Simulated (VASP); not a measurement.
P: single point with PBE

P:

```
CELL_PARAMETERS angstrom
0.00000 2.31448 2.31448
2.31448 0.00000 2.31448
2.31448 2.31448 0.00000
ATOMIC_POSITIONS crystal
P 0.87500 0.87500 0.87500
P 0.12500 0.12500 0.12500
```

This isn't the form of P at room conditions, which is orthorhombic.

```
Program                : VASP 6.6.1
Task                   : single point
Functional             : PBE
Potentials or basis    : VASP PAW PBE potentials, release 64 (P)
Cutoff                 : 500 eV
k mesh                 : 12 × 12 × 12
Occupations            : fermi-dirac, width 0.1 eV
Spin                   : no spin polarisation
Dipole correction      : no
Further INCAR settings : ALGO = Normal; EDIFF = 1e-06; NBANDS = 12
```

- Pressure: 68.5 GPa
- Band gap on the k mesh: zero (bands 5 and 6 overlap by 4.49 eV)

Levels at points of the mesh, in eV from the Fermi level:
| k point | band 1 | band 2 | band 3 | band 4 | band 5 | band 6 | band 7 | band 8 | band 9 | band 10 |
| --- | --- | --- | --- | --- | --- | --- | --- | --- | --- | --- |
| (0.00, 0.00, 0.00) | -19.85 | -4.29 | -4.29 | -4.29 | -0.55 | -0.55 | -0.55 | 2.33 | 6.09 | 6.09 |
| (0.50, 0.00, 0.00) | -16.62 | -13.29 | -5.82 | -5.82 | -1.21 | 0.44 | 0.44 | 6.74 | 9.84 | 9.84 |
| (0.50, 0.50, 0.00) | -14.21 | -14.21 | -7.99 | -7.99 | -2.88 | -2.88 | 9.85 | 9.85 | 10.29 | 10.29 |

Run time: 36 s on 1 thread of AMD EPYC 7R13 (shared host), peak memory 0.11 GiB.

Caveat: the cell stands under pressure.
